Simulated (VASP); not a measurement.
# Re (P6_3/mmc) in VASP: further runs

Runs on Re. Level: PBE. Tasks: single point.

Program: VASP 6.6.1. These are calculated values, not measurements. Logs are shortened: lines on timing, memory, paths and dates and some standing lists are left out, and cuts for length are marked.

## 1. The cell of the first run

It takes space group P6_3/mmc (No. 194, hexagonal). Conventional cell: a = 2.777 Å, b = 2.777 Å, c = 4.479 Å, α = 90.00°, β = 90.00°, γ = 120.00°. Re (site symmetry -6m2) has 12 Re at 2.75 to 2.78 Å within 3.6 Å.

## 2. Single point, PBE

Contents of INCAR:

```
PREC = Accurate ; ENCUT = 520
EDIFF = 1E-7 ; ISMEAR = 0
SIGMA = 1.0 ; LREAL = False
LASPH = True ; NELM = 60
ALGO = Normal ; ISIF = 2
LWAVE = False ; LCHARG = False
GGA = PE ; NBANDS = 14
```

Contents of KPOINTS:

```
Automatic mesh
0
Gamma
  13 13 7
```

Contents of POSCAR:

```
Re
1.0
    2.7768706464      0.0000000000      0.0000000000
   -1.3884353232      2.4048405228      0.0000000000
    0.0000000000      0.0000000000      4.4788142384
Re
2
Direct
    0.3333333333      0.6666666667      0.2500000000
    0.6666666667      0.3333333333      0.7500000000
```

Potentials or basis: VASP PAW PBE potentials, release 64 (Re).

The run is started by

```bash
> cat potpaw_PBE.64/Re/POTCAR > POTCAR
> mpirun -np 1 vasp_std > vasp.out
```

OUTCAR:

```text
PREC = Accurate
   ENCUT = 520
   EDIFF = 1E-7
   ISMEAR = 0
   LREAL = False
   LASPH = True
   NELM = 60
   ISIF = 2
   GGA = PE

 ion  position               nearest neighbor table
   1  0.333  0.667  0.250-   2 2.75   2 2.75   2 2.75   2 2.75   2 2.75   2 2.75
   2  0.667  0.333  0.750-   1 2.75   1 2.75   1 2.75   1 2.75   1 2.75   1 2.75

  LATTYP: Found a hexagonal cell.
 ALAT       =     2.7768706464
 C/A-ratio  =     1.6128998462

  Lattice vectors:

 A1 = (   2.7768706464,   0.0000000000,   0.0000000000)
 A2 = (  -1.3884353232,   2.4048405228,   0.0000000000)
 A3 = (   0.0000000000,   0.0000000000,   4.4788142384)

Analysis of symmetry for initial positions (statically):
=====================================================================
 Subroutine PRICEL returns:
 Original cell was already a primitive cell.

 Routine SETGRP: Setting up the symmetry group for a
 hexagonal supercell.

 Subroutine GETGRP returns: Found 24 space group operations
 (whereof 12 operations were pure point group operations)
 out of a pool of 24 trial point group operations.

The static configuration has the point symmetry D_3d.
 The point group associated with its full space group is D_6h.

Analysis of symmetry for dynamics (positions and initial velocities):
=====================================================================
 Subroutine PRICEL returns:
 Original cell was already a primitive cell.

 Routine SETGRP: Setting up the symmetry group for a
 hexagonal supercell.

 Subroutine GETGRP returns: Found 24 space group operations
 (whereof 12 operations were pure point group operations)
 out of a pool of 24 trial point group operations.

The dynamic configuration has the point symmetry D_3d.
 The point group associated with its full space group is D_6h.

 Subroutine INISYM returns: Found 24 space group operations
 (whereof 12 operations are pure point group operations),
 and found     1 'primitive' translations

----------------------------------------------------------------------------------------

                                     Primitive cell

  volume of cell :      29.9092

  direct lattice vectors                    reciprocal lattice vectors
     2.776870646  0.000000000  0.000000000     0.360117603  0.207913995  0.000000000
    -1.388435323  2.404840523  0.000000000     0.000000000  0.415827990  0.000000000
     0.000000000  0.000000000  4.478814238     0.000000000  0.000000000  0.223273381

  length of vectors
     2.776870646  2.776870646  4.478814238     0.415827990  0.415827990  0.223273381

  position of ions in fractional coordinates (direct lattice)
     0.333333333  0.666666667  0.250000000
     0.666666667  0.333333333  0.750000000

  ion indices of the primitive-cell ions
   primitive index   ion index
                 1           1
                 2           2

----------------------------------------------------------------------------------------

 KPOINTS: Automatic mesh

Automatic generation of k-mesh.
 Grid dimensions read from file:
 generate k-points for:   13   13    7

 Generating k-lattice:

  Cartesian coordinates                     Fractional coordinates (reciprocal lattice)
     0.027701354  0.015993384  0.000000000     0.076923077  0.000000000  0.000000000
     0.000000000  0.031986768  0.000000000     0.000000000  0.076923077  0.000000000
     0.000000000  0.000000000  0.031896197     0.000000000  0.000000000  0.142857143

  Length of vectors
     0.031986768  0.031986768  0.031896197

  Shift w.r.t. Gamma in fractional coordinates (k-lattice)
     0.000000000  0.000000000  0.000000000

 Subroutine IBZKPT returns following result:
 ===========================================

 Found     84 irreducible k-points:

 Following reciprocal coordinates:
            Coordinates               Weight
  0.000000  0.000000  0.000000      1.000000
  0.076923  0.000000  0.000000      6.000000
  0.153846  0.000000  0.000000      6.000000
  0.230769  0.000000  0.000000      6.000000
  0.307692  0.000000  0.000000      6.000000
  0.384615  0.000000  0.000000      6.000000
[... 16 lines left out ...]
  0.076923  0.000000  0.142857     12.000000
  0.153846  0.000000  0.142857     12.000000
 [... further k-points ...]
   k-points           NKPTS =     84   k-points in BZ     NKDIM =     84   number of bands    NBANDS=     14
   number of dos      NEDOS =    301   number of ions     NIONS =      2
   total plane-waves  NPLWV =  20736
   dimension x,y,z NGX =    24 NGY =   24 NGZ =   36
   dimension x,y,z NGXF=    48 NGYF=   48 NGZF=   72
   ions per type =               2
   NGX,Y,Z   is equivalent  to a cutoff of  14.37, 14.37, 13.36 a.u.
   NGXF,Y,Z  is equivalent  to a cutoff of  28.74, 28.74, 26.73 a.u.
 SYSTEM =  unknown system
   PREC   = accura    normal or accurate (medium, high low for compatibility)
   ISTART =      0    job   : 0-new  1-cont  2-samecut
   ICHARG =      2    charge: 1-file 2-atom 10-const
   ISPIN  =      1    spin polarized calculation?
   LNONCOLLINEAR =      F non collinear calculations
   LSORBIT =      F    spin-orbit coupling
   LASPH  =      T    aspherical Exc in radial PAW
   ENCUT  =  520.0 eV  38.22 Ry    6.18 a.u.   5.16  5.16  8.33*2*pi/ulx,y,z
   NELM   =     60;   NELMIN=  2; NELMDL= -5     # of ELM steps
   EDIFF  = 0.1E-06   stopping-criterion for ELM
   LREAL  =      F    real-space projection
   EDIFFG = 0.1E-05   stopping-criterion for IOM
   NSW    =      0    number of steps for IOM
   IBRION =     -1    ionic relax: 0-MD 1-quasi-New 2-CG
   NFREE  =      0    steps in history (QN), initial steepest desc. (CG)
   ISIF   =      2    stress and relaxation
   ISYM   =      2    0-nonsym 1-usesym 2-fastsym
   POTIM  = 0.5000    time-step for ionic-motion
   TEBEG  =    0.0;   TEEND  =   0.0 temperature during run
   PSTRESS=    0.0 pullay stress
   NELECT =      14.0000    total number of electrons
   NUPDOWN=      -1.0000    fix difference up-down
   EMIN   =  10.00;   EMAX   =-10.00  energy-range for DOS
   EFERMI =   0.00;   METHOD = LEGACY
   ISMEAR =     0;   SIGMA  =   1.00  broadening in eV -4-tet -1-fermi 0-gaus
   EFERMI_NEDOS =   21; number of points for ismear=-14 and -15
   IALGO  =     38    algorithm
   IMIX   =      4    mixing-type and parameters
     AMIX     =   0.40;   BMIX     =  1.00
     AMIX_MAG =   1.60;   BMIX_MAG =  1.00
  volume/ion in A,a.u.               =      14.95       100.92
  Fermi-wavevector in a.u.,A,eV,Ry     =   1.271108  2.402046 21.983151  1.615716
  Thomas-Fermi vector in A             =   2.404059
   LORBIT       =      0    0 simple, 1 ext, 2 COOP (PROOUT), +10 PAW based schemes
   GGA     = PE    functional components
   LHFCALC =     F    Hartree Fock is set to
   AEXX    =    0.0000 exact exchange contribution
   IVDW    =     0    specifies the selected vdW correction
   LEPSILON=     F    determine dielectric tensor
   LRPA    =     F    only Hartree local field effects (RPA)
 non-spin polarized calculation
 Gauss-broadening in eV      SIGMA  =   1.00
  energy-cutoff  :      520.00
  volume of cell :       29.91
 maximum number of plane-waves:       821
 NGX is ok and might be reduce to    24
   NGX = 11   NGY = 11   NGZ = 17

 number of electron      14.0000000 magnetization

 Free energy of the ion-electron system (eV)
  ---------------------------------------------------
  ext. energy  EPLUGINS =         0.00000000
  ---------------------------------------------------
  free energy    TOTEN  =       -25.28756556 eV

  energy without entropy =      -24.39990291  energy(sigma->0) =      -24.84373423

 E-fermi :   7.8208     XC(G=0): -13.6375

 val. band max:        7.7762660365   @ k =   0.1538   0.0000   0.0000
 cond. band min:       7.8429519126   @ k =   0.0769   0.0769   0.0000
 fundamental gap:      0.0666858761
 Fermi energy:         7.8208015533

 k-point     1 :       0.0000    0.0000    0.0000
  band No.  band energies     occupation
      1      -2.0689      2.00000
      2       1.1877      2.00000
      3       6.1560      1.98145
      4       6.1560      1.98145
      5       6.1791      1.97975
      6       6.9756      1.76803
      7       6.9756      1.76803
      8       7.8832      0.92973
      9       7.8832      0.92973
     10       8.2877      0.50909
     11      10.9970      0.00001
     12      10.9970      0.00001
     13      17.5157      0.00000
     14      21.7948      0.00000

 k-point     2 :       0.0769    0.0000    0.0000
  band No.  band energies     occupation
      1      -1.8318      2.00000
      2       1.4096      2.00000
      3       5.6469      1.99789
      4       6.3727      1.95943
      5       6.6048      1.91450
      6       6.8191      1.84342
      7       7.1801      1.63511
      8       7.3180      1.52293
      9       7.7034      1.13187
     10       7.8825      0.93050
     11      11.1176      0.00000
     12      11.9860      0.00000
     13      17.4997      0.00000
     14      22.3152      0.00000

 k-point     3 :       0.1538    0.0000    0.0000
  band No.  band energies     occupation
      1      -1.1591      2.00000
      2       1.9865      2.00000
      3       5.0564      1.99991
      4       5.9635      1.99138
      5       6.3578      1.96145
      6       7.0085      1.74933
      7       7.2175      1.60648
      8       7.2745      1.56022
      9       7.5563      1.29160
     10       7.7763      1.05022
     11      11.3797      0.00000
     12      13.7617      0.00000
     13      17.3742      0.00000
     14      23.5625      0.00000
[... 324 lines left out ...]
 k-point    23 :       0.0769    0.0000    0.1429
  band No.  band energies     occupation
      1      -1.5987      2.00000
      2       1.4216      2.00000
      3       5.6412      1.99795
      4       6.2364      1.97495
      5       6.2664      1.97207
      6       6.4144      1.95330
      7       7.0190      1.74319
      8       7.3338      1.50899
      9       8.0774      0.71673
     10       8.1184      0.67381
     11      11.1119      0.00000
     12      11.7121      0.00000
     13      18.5004      0.00000
     14      21.8682      0.00000

 k-point    24 :       0.1538    0.0000    0.1429
  band No.  band energies     occupation
      1      -0.9433      2.00000
      2       2.0199      2.00000
      3       5.1048      1.99988
      4       5.4309      1.99927
      5       6.2220      1.97624
      6       6.7031      1.88605
      7       7.0018      1.75323
      8       7.5039      1.34598
      9       7.9343      0.87247
     10       8.0879      0.70566
     11      11.3193      0.00000
     12      13.0743      0.00000
     13      18.4577      0.00000
     14      23.1638      0.00000

 [... further k-points ...]

------------------------ aborting loop because EDIFF is reached ----------------------------------------

  FORCE on cell =-STRESS in cart. coord.  units (eV):
  Direction    XX          YY          ZZ          XY          YZ          ZX
  --------------------------------------------------------------------------------------
  -------------------------------------------------------------------------------------
  Total        0.5711353      0.5711353      0.1615481      0.0000000     -0.0000000      0.0000000
  in kB       30.5945893     30.5945893      8.6538098      0.0000000     -0.0000000      0.0000000
  external PRESSURE =      23.2809961 kB  Pullay stress =       0.0000000 kB

 VOLUME and BASIS-vectors are now :
 -----------------------------------------------------------------------------
  energy-cutoff  :      520.00
  volume of cell :       29.91
      direct lattice vectors                 reciprocal lattice vectors
     2.776870646  0.000000000  0.000000000     0.360117603  0.207913995  0.000000000
    -1.388435323  2.404840523  0.000000000     0.000000000  0.415827990  0.000000000
     0.000000000  0.000000000  4.478814238     0.000000000  0.000000000  0.223273381

 POSITION                                       TOTAL-FORCE (eV/Angst)
 -----------------------------------------------------------------------------------
     -0.00000      1.60323      1.11970         0.000000     -0.000000      0.000000
      1.38844      0.80161      3.35911        -0.000000      0.000000      0.000000
 -----------------------------------------------------------------------------------
    total drift:                               -0.000000      0.000000     -0.000000

  FREE ENERGIE OF THE ION-ELECTRON SYSTEM (eV)
  ---------------------------------------------------
  free  energy   TOTEN  =       -25.2875655626 eV

  energy  without entropy=      -24.3999029059  energy(sigma->0) =      -24.84373423
```

Wall time 56 s (1 thread of Intel Xeon Platinum 8375C at 2.90GHz (Ice Lake), shared host); peak memory 0.17 GiB.

What came out:

```yaml
Free_energy: -25.2876 eV
Pressure: 2.3 GPa
Band_gap_on_the_k_mesh: zero (band 7 reaches 8.84 eV, above the bottom of band 8 at 6.15 eV)
```

Caveat: spin-orbit coupling is left out, which moves the levels of the heavy elements.

(Continued in part 2 of 2.)
